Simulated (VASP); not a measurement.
Here is a VASP 6.6.1 calculation.

INCAR

```
PREC = Accurate
ENCUT = 520
EDIFF = 1E-6
ISMEAR = 0
SIGMA = 0.1
LREAL = False
LASPH = True
NELM = 100
ALGO = Normal
ISIF = 2
LWAVE = False
LCHARG = False
GGA = PE
NBANDS = 29
```

The input KPOINTS:

```
regular mesh
0
Gamma
  14 14 14
```

POSCAR

```
ZrTa2C2
1.0
   -1.8457651181      1.8457651181      4.8577599033
    1.8457651181     -1.8457651181      4.8577599033
    1.8457651181      1.8457651181     -4.8577599033
Zr Ta C
1 2 2
Direct
    0.0000000000      0.0000000000      0.0000000000
    0.7500000000      0.2500000000      0.5000000000
    0.2500000000      0.7500000000      0.5000000000
    0.4217254306      0.4217254306      0.0000000000
    0.5782745694      0.5782745694      0.0000000000
```

Potentials or basis: VASP PAW PBE potentials, release 64 (Zr_sv, Ta_pv, C).

Run with:

```console
$ cat potpaw_PBE.64/Zr_sv/POTCAR potpaw_PBE.64/Ta_pv/POTCAR potpaw_PBE.64/C/POTCAR > POTCAR
$ mpirun -np 1 vasp_std > vasp.out
```

(1) Estimate the largest force.

(2) Predict the band gap on the k mesh.

## Answers

(1) 0.020 eV/Å.

(2) zero (bands 21 and 22 overlap by 0.82 eV).

Caveat: spin-orbit coupling is left out, which moves the levels of the heavy elements.
